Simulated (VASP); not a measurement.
# CaO (R-3m) in VASP: a series of runs

The runs below take CaO through single point, with r2SCAN.

Program: VASP 6.6.1. These are calculated values, not measurements. Logs are shortened: lines on timing, memory, paths and dates and some standing lists are left out, and cuts for length are marked.

**1. The cell of the first run**

Symmetry: R-3m, No. 166, trigonal system. Conventional cell: a = 3.289 Å, b = 3.289 Å, c = 8.448 Å, α = 90.00°, β = 90.00°, γ = 120.00°. Within 3.1 Å of Ca (site symmetry -3m) lie 6 O at 2.36 Å. O (site symmetry -3m) has 6 Ca at 2.36 Å within 3.1 Å.

**2. Single point, r2SCAN (epitaxial 111 strain -3.0%)**

The input, POSCAR:

```
CaO
1.0
    0.0753782745      2.4010018847      2.4010018847
    2.4010018847      0.0753782745      2.4010018847
    2.4010018847      2.4010018847      0.0753782745
Ca O
1 1
Direct
    0.0000000000      0.0000000000      0.0000000000
    0.5000000000      0.5000000000      0.5000000000
```

The input, INCAR.step1:

```
SYSTEM = CaO
  ALGO = Normal
  EDIFF = 1E-4
  ENCUT = 520
  GGA = PE
  ISMEAR = 0
  LASPH = .TRUE.
  LCHARG = .FALSE.
  LREAL = .FALSE.
  LWAVE = .TRUE.
  NBANDS = 15
  NELM = 60
  PREC = Accurate
  SIGMA = 0.01
```

The input, INCAR.step2:

```
SYSTEM = CaO
  ALGO = Normal
  EDIFF = 1E-6
  ENCUT = 520
  ISIF = 2
  ISMEAR = 0
  ISTART = 1
  LASPH = .TRUE.
  LCHARG = .FALSE.
  LMIXTAU = .TRUE.
  LREAL = .FALSE.
  LWAVE = .FALSE.
  METAGGA = R2SCAN
  NBANDS = 15
  NELM = 60
  PREC = Accurate
  SIGMA = 0.01
```

The input, KPOINTS:

```
k-points
0
G
  10 10 10
  0 0 0
```

Potentials or basis: VASP PAW PBE potentials, release 64 (Ca_sv, O).

Command:

```
$ cat potpaw_PBE.64/Ca_sv/POTCAR potpaw_PBE.64/O/POTCAR > POTCAR
$ cp INCAR.step1 INCAR
$ mpirun -np 1 vasp_std > vasp.out
$ cp INCAR.step2 INCAR
$ mpirun -np 1 vasp_std > vasp.out
```

OUTCAR:

```text
SYSTEM = CaO
   EDIFF = 1E-6
   ENCUT = 520
   ISIF = 2
   ISMEAR = 0
   ISTART = 1
   LASPH = .TRUE.
   LREAL = .FALSE.
   METAGGA = R2SCAN
   NELM = 60
   PREC = Accurate

 ion  position               nearest neighbor table
   1  0.000  0.000  0.000-   2 2.36   2 2.36   2 2.36   2 2.36   2 2.36   2 2.36
   2  0.500  0.500  0.500-   1 2.36   1 2.36   1 2.36   1 2.36   1 2.36   1 2.36

  LATTYP: Found a trigonal (rhomboedric) cell.
 ALAT       =     3.3963659969
 COS(alpha) =     0.5311327624

  Lattice vectors:

 A1 = (   0.0753782745,   2.4010018847,   2.4010018847)
 A2 = (   2.4010018847,   0.0753782745,   2.4010018847)
 A3 = (   2.4010018847,   2.4010018847,   0.0753782745)

Analysis of symmetry for initial positions (statically):
=====================================================================
 Subroutine PRICEL returns:
 Original cell was already a primitive cell.

 Routine SETGRP: Setting up the symmetry group for a
 trigonal (rhombohedral) supercell.

 Subroutine GETGRP returns: Found 12 space group operations
 (whereof 12 operations were pure point group operations)
 out of a pool of 12 trial point group operations.

The static configuration has the point symmetry D_3d.

Analysis of symmetry for dynamics (positions and initial velocities):
=====================================================================
 Subroutine PRICEL returns:
 Original cell was already a primitive cell.

 Routine SETGRP: Setting up the symmetry group for a
 trigonal (rhombohedral) supercell.

 Subroutine GETGRP returns: Found 12 space group operations
 (whereof 12 operations were pure point group operations)
 out of a pool of 12 trial point group operations.

The dynamic configuration has the point symmetry D_3d.

 Subroutine INISYM returns: Found 12 space group operations
 (whereof 12 operations are pure point group operations),
 and found     1 'primitive' translations

----------------------------------------------------------------------------------------

                                     Primitive cell

  volume of cell :      26.3794

  direct lattice vectors                    reciprocal lattice vectors
     0.075378274  2.401001885  2.401001885    -0.218318789  0.211673406  0.211673406
     2.401001885  0.075378274  2.401001885     0.211673406 -0.218318789  0.211673406
     2.401001885  2.401001885  0.075378274     0.211673406  0.211673406 -0.218318789

  length of vectors
     3.396365997  3.396365997  3.396365997     0.370505540  0.370505540  0.370505540

  position of ions in fractional coordinates (direct lattice)
     0.000000000  0.000000000  0.000000000
     0.500000000  0.500000000  0.500000000

  ion indices of the primitive-cell ions
   primitive index   ion index
                 1           1
                 2           2

----------------------------------------------------------------------------------------

 KPOINTS: k-points

Automatic generation of k-mesh.
 Grid dimensions read from file:
 generate k-points for:   10   10   10

 Generating k-lattice:

  Cartesian coordinates                     Fractional coordinates (reciprocal lattice)
    -0.021831879  0.021167341  0.021167341     0.100000000  0.000000000  0.000000000
     0.021167341 -0.021831879  0.021167341     0.000000000  0.100000000  0.000000000
     0.021167341  0.021167341 -0.021831879     0.000000000  0.000000000  0.100000000

  Length of vectors
     0.037050554  0.037050554  0.037050554

  Shift w.r.t. Gamma in fractional coordinates (k-lattice)
     0.000000000  0.000000000  0.000000000

 Subroutine IBZKPT returns following result:
 ===========================================

 Found    116 irreducible k-points:

 Following reciprocal coordinates:
            Coordinates               Weight
  0.000000  0.000000  0.000000      1.000000
  0.100000  0.000000  0.000000      6.000000
  0.200000  0.000000  0.000000      6.000000
  0.300000  0.000000 -0.000000      6.000000
  0.400000 -0.000000 -0.000000      6.000000
  0.500000 -0.000000 -0.000000      3.000000
[... 16 lines left out ...]
  0.300000  0.300000 -0.000000      6.000000
  0.400000  0.300000 -0.000000     12.000000
 [... further k-points ...]
   k-points           NKPTS =    116   k-points in BZ     NKDIM =    116   number of bands    NBANDS=     15
   number of dos      NEDOS =    301   number of ions     NIONS =      2
   total plane-waves  NPLWV =  21952
   dimension x,y,z NGX =    28 NGY =   28 NGZ =   28
   dimension x,y,z NGXF=    56 NGYF=   56 NGZF=   56
   ions per type =               1   1
   NGX,Y,Z   is equivalent  to a cutoff of  13.71, 13.71, 13.71 a.u.
   NGXF,Y,Z  is equivalent  to a cutoff of  27.41, 27.41, 27.41 a.u.
 SYSTEM =  CaO
   PREC   = accura    normal or accurate (medium, high low for compatibility)
   ISTART =      1    job   : 0-new  1-cont  2-samecut
   ICHARG =      0    charge: 1-file 2-atom 10-const
   ISPIN  =      1    spin polarized calculation?
   LNONCOLLINEAR =      F non collinear calculations
   LSORBIT =      F    spin-orbit coupling
   LASPH  =      T    aspherical Exc in radial PAW
   ENCUT  =  520.0 eV  38.22 Ry    6.18 a.u.   6.31  6.31  6.31*2*pi/ulx,y,z
   NELM   =     60;   NELMIN=  2; NELMDL=  0     # of ELM steps
   EDIFF  = 0.1E-05   stopping-criterion for ELM
   LREAL  =      F    real-space projection
   EDIFFG = 0.1E-04   stopping-criterion for IOM
   NSW    =      0    number of steps for IOM
   IBRION =     -1    ionic relax: 0-MD 1-quasi-New 2-CG
   NFREE  =      0    steps in history (QN), initial steepest desc. (CG)
   ISIF   =      2    stress and relaxation
   ISYM   =      2    0-nonsym 1-usesym 2-fastsym
   POTIM  = 0.5000    time-step for ionic-motion
   TEBEG  =    0.0;   TEEND  =   0.0 temperature during run
   PSTRESS=    0.0 pullay stress
   NELECT =      16.0000    total number of electrons
   NUPDOWN=      -1.0000    fix difference up-down
   EMIN   =  10.00;   EMAX   =-10.00  energy-range for DOS
   EFERMI =   0.00;   METHOD = LEGACY
   ISMEAR =     0;   SIGMA  =   0.01  broadening in eV -4-tet -1-fermi 0-gaus
   EFERMI_NEDOS =   21; number of points for ismear=-14 and -15
   IALGO  =     38    algorithm
   IMIX   =      4    mixing-type and parameters
     AMIX     =   0.40;   BMIX     =  1.00
     AMIX_MAG =   1.60;   BMIX_MAG =  1.00
  volume/ion in A,a.u.               =      13.19        89.01
  Fermi-wavevector in a.u.,A,eV,Ry     =   1.385776  2.618736 26.128279  1.920374
  Thomas-Fermi vector in A             =   2.510154
   LORBIT       =      0    0 simple, 1 ext, 2 COOP (PROOUT), +10 PAW based schemes
   METAGGA = R2SCAN    functional components
   LHFCALC =     F    Hartree Fock is set to
   AEXX    =    0.0000 exact exchange contribution
   IVDW    =     0    specifies the selected vdW correction
   LEPSILON=     F    determine dielectric tensor
   LRPA    =     F    only Hartree local field effects (RPA)
 non-spin polarized calculation
 Gauss-broadening in eV      SIGMA  =   0.01
  energy-cutoff  :      520.00
  volume of cell :       26.38
 maximum number of plane-waves:       724
 NGX is ok and might be reduce to    28
   NGX = 13   NGY = 13   NGZ = 13

 number of electron      16.0000002 magnetization

 Free energy of the ion-electron system (eV)
  ---------------------------------------------------
  ext. energy  EPLUGINS =         0.00000000
  ---------------------------------------------------
  free energy    TOTEN  =       -19.40232965 eV

  energy without entropy =      -19.40232965  energy(sigma->0) =      -19.40232965

 E-fermi :   2.4643     XC(G=0): -11.3482

 val. band max:        2.3810891455   @ k =   0.0000   0.0000   0.0000
 cond. band min:       6.4725110040   @ k =   0.5000   0.5000  -0.0000
 fundamental gap:      4.0914218586
 Fermi energy:         2.4642574632

 k-point     1 :       0.0000    0.0000    0.0000
  band No.  band energies     occupation
      1     -36.5514      2.00000
      2     -16.4069      2.00000
      3     -16.3969      2.00000
      4     -16.3969      2.00000
      5     -14.2549      2.00000
      6       2.2094      2.00000
      7       2.3811      2.00000
      8       2.3811      2.00000
      9       8.1007      0.00000
     10       9.0450      0.00000
     11       9.4281      0.00000
     12       9.4281      0.00000
     13      10.9927      0.00000
     14      10.9927      0.00000
     15      18.4376      0.00000

 k-point     2 :       0.1000    0.0000    0.0000
  band No.  band energies     occupation
      1     -36.5386      2.00000
      2     -16.6117      2.00000
      3     -16.4100      2.00000
      4     -16.4050      2.00000
      5     -14.0391      2.00000
      6       1.9824      2.00000
      7       2.0855      2.00000
      8       2.2324      2.00000
      9       8.5217      0.00000
     10       9.2774      0.00000
     11       9.3817      0.00000
     12       9.6230      0.00000
     13      11.2569      0.00000
     14      11.2572      0.00000
     15      18.9156      0.00000

 k-point     3 :       0.2000    0.0000    0.0000
  band No.  band energies     occupation
      1     -36.5049      2.00000
      2     -17.0511      2.00000
      3     -16.4258      2.00000
      4     -16.4209      2.00000
      5     -13.5931      2.00000
      6       1.2032      2.00000
      7       1.6798      2.00000
      8       1.8747      2.00000
      9       9.2180      0.00000
     10       9.5388      0.00000
     11      10.0494      0.00000
     12      10.1669      0.00000
     13      11.9388      0.00000
     14      11.9452      0.00000
     15      19.6965      0.00000

 k-point     4 :       0.3000    0.0000   -0.0000
  band No.  band energies     occupation
      1     -36.4630      2.00000
      2     -17.4758      2.00000
      3     -16.4512      2.00000
      4     -16.4340      2.00000
      5     -13.1581      2.00000
      6       0.3837      2.00000
      7       1.2566      2.00000
      8       1.4816      2.00000
      9       9.4972      0.00000
     10      10.3810      0.00000
     11      10.9234      0.00000
     12      11.1152      0.00000
     13      12.8009      0.00000
     14      12.8162      0.00000
     15      19.4481      0.00000
[... 307 lines left out ...]
 k-point    22 :      -0.2000    0.2000    0.0000
  band No.  band energies     occupation
      1     -36.4481      2.00000
      2     -17.4184      2.00000
      3     -16.6057      2.00000
      4     -16.4197      2.00000
      5     -13.2009      2.00000
      6       0.3399      2.00000
      7       1.1281      2.00000
      8       1.7324      2.00000
      9       9.1438      0.00000
     10      10.2592      0.00000
     11      10.7783      0.00000
     12      11.6483      0.00000
     13      13.0893      0.00000
     14      13.3784      0.00000
     15      19.8230      0.00000

 k-point    23 :       0.3000    0.3000   -0.0000
  band No.  band energies     occupation
      1     -36.4417      2.00000
      2     -17.1744      2.00000
      3     -16.5860      2.00000
      4     -16.5656      2.00000
      5     -13.5934      2.00000
      6       0.5265      2.00000
      7       1.9109      2.00000
      8       2.0531      2.00000
      9       7.2266      0.00000
     10      10.5341      0.00000
     11      11.7470      0.00000
     12      11.7681      0.00000
     13      11.9222      0.00000
     14      14.0224      0.00000
     15      21.3998      0.00000

 k-point    24 :       0.4000    0.3000   -0.0000
  band No.  band energies     occupation
      1     -36.4161      2.00000
      2     -17.2341      2.00000
      3     -16.6385      2.00000
      4     -16.6038      2.00000
      5     -13.6177      2.00000
      6       0.6165      2.00000
      7       1.7683      2.00000
      8       1.8375      2.00000
      9       7.2079      0.00000
     10      11.0932      0.00000
     11      12.0715      0.00000
     12      12.1421      0.00000
     13      12.3657      0.00000
     14      14.4650      0.00000
     15      19.7868      0.00000

 [... further k-points ...]
[... 5 lines left out ...]
  --------------------------------------------------------------------------------------
  -------------------------------------------------------------------------------------
  Total        1.1169143      1.1169143      1.1169143     -0.4473691     -0.4473691     -0.4473691
  in kB       67.8367129     67.8367129     67.8367129    -27.1713315    -27.1713315    -27.1713315
  external PRESSURE =      67.8367129 kB  Pullay stress =       0.0000000 kB

 VOLUME and BASIS-vectors are now :
 -----------------------------------------------------------------------------
  energy-cutoff  :      520.00
  volume of cell :       26.38
      direct lattice vectors                 reciprocal lattice vectors
     0.075378274  2.401001885  2.401001885    -0.218318789  0.211673406  0.211673406
     2.401001885  0.075378274  2.401001885     0.211673406 -0.218318789  0.211673406
     2.401001885  2.401001885  0.075378274     0.211673406  0.211673406 -0.218318789

 POSITION                                       TOTAL-FORCE (eV/Angst)
 -----------------------------------------------------------------------------------
      0.00000      0.00000      0.00000         0.000000     -0.000000      0.000000
      2.43869      2.43869      2.43869        -0.000000      0.000000     -0.000000
 -----------------------------------------------------------------------------------
    total drift:                                0.000000      0.000000      0.000000

  FREE ENERGIE OF THE ION-ELECTRON SYSTEM (eV)
  ---------------------------------------------------
  free  energy   TOTEN  =       -19.4023296502 eV

  energy  without entropy=      -19.4023296502  energy(sigma->0) =      -19.40232965
```

Wall time 2.7 min (1 thread of Intel Xeon Platinum 8375C at 2.90GHz (Ice Lake), shared host); peak memory 0.19 GiB.

Results:

| Quantity | Value |
| --- | --- |
| Free energy | -19.4023 eV |
| Pressure | 6.8 GPa |
| Band gap on the k mesh | 4.09 eV, indirect (least direct gap 4.44 eV) |

Stress tensor (GPa, compression positive):
```
 6.78 -2.72 -2.72
-2.72  6.78 -2.72
-2.72 -2.72  6.78
```

Caveat: the cell differs from its parent crystal (epitaxial 111 strain -3.0%); the PAW data sets were made with another functional, which shifts forces and pressure a little.

**3. Single point, r2SCAN (epitaxial 111 strain -2.0%)**

The input, POSCAR:

```
CaO
1.0
    0.0501878095      2.3997869208      2.3997869208
    2.3997869208      0.0501878095      2.3997869208
    2.3997869208      2.3997869208      0.0501878095
Ca O
1 1
Direct
    0.0000000000      0.0000000000      0.0000000000
    0.5000000000      0.5000000000      0.5000000000
```

The input, INCAR.step1:

```
SYSTEM = CaO
ALGO = Normal
EDIFF = 1E-4
ENCUT = 520
GGA = PE
ISMEAR = 0
LASPH = .TRUE.
LCHARG = .FALSE.
LREAL = .FALSE.
LWAVE = .TRUE.
NBANDS = 15
NELM = 80
PREC = Accurate
SIGMA = 0.01
```

The input, INCAR.step2:

```
SYSTEM = CaO
ALGO = Normal
EDIFF = 1E-6
ENCUT = 520
ISIF = 2
ISMEAR = 0
ISTART = 1
LASPH = .TRUE.
LCHARG = .TRUE.
LELF = .TRUE.
LMIXTAU = .TRUE.
LREAL = .FALSE.
LVHAR = .TRUE.
LWAVE = .FALSE.
METAGGA = R2SCAN
NBANDS = 15
NELM = 80
PREC = Accurate
SIGMA = 0.01
```

KPOINTS is that of step 2.

Potentials or basis: VASP PAW PBE potentials, release 64 (Ca_sv, O).

Command:

```
$ cat potpaw_PBE.64/Ca_sv/POTCAR potpaw_PBE.64/O/POTCAR > POTCAR
$ cp INCAR.step1 INCAR
$ mpirun -np 1 vasp_std > vasp.out
$ cp INCAR.step2 INCAR
$ mpirun -np 1 vasp_std > vasp.out
```

Run time: 2.9 min. Hardware: 1 thread of Intel Xeon Platinum 8375C at 2.90GHz (Ice Lake), shared host; peak memory 0.2 GiB.

It converged, with:

```yaml
Free_energy: -19.4288 eV
Pressure: 4.7 GPa
Band_gap_on_the_k_mesh: 4.13 eV, indirect (least direct gap 4.48 eV)
```

Stress tensor (GPa, compression positive):
```
 4.75 -1.75 -1.75
-1.75  4.75 -1.75
-1.75 -1.75  4.75
```

Levels at points of the mesh, in eV from the valence-band top:
```csv
k point,band 6,band 7,band 8,band 9,band 10,band 11
"(0.00, 0.00, 0.00)",-0.11,0.00,0.00,5.67,6.71,7.00
"(0.50, 0.00, 0.00)",-2.73,-1.43,-1.26,7.81,9.14,9.39
"(0.50, 0.50, 0.00)",-1.32,-0.45,-0.35,4.13,8.98,9.78
"(0.50, 0.50, 0.50)",-2.74,-1.20,-1.20,7.75,9.08,9.08
```

Caveat: the cell differs from its parent crystal (epitaxial 111 strain -2.0%); the PAW data sets were made with another functional, which shifts forces and pressure a little. A k mesh can miss the band edges.
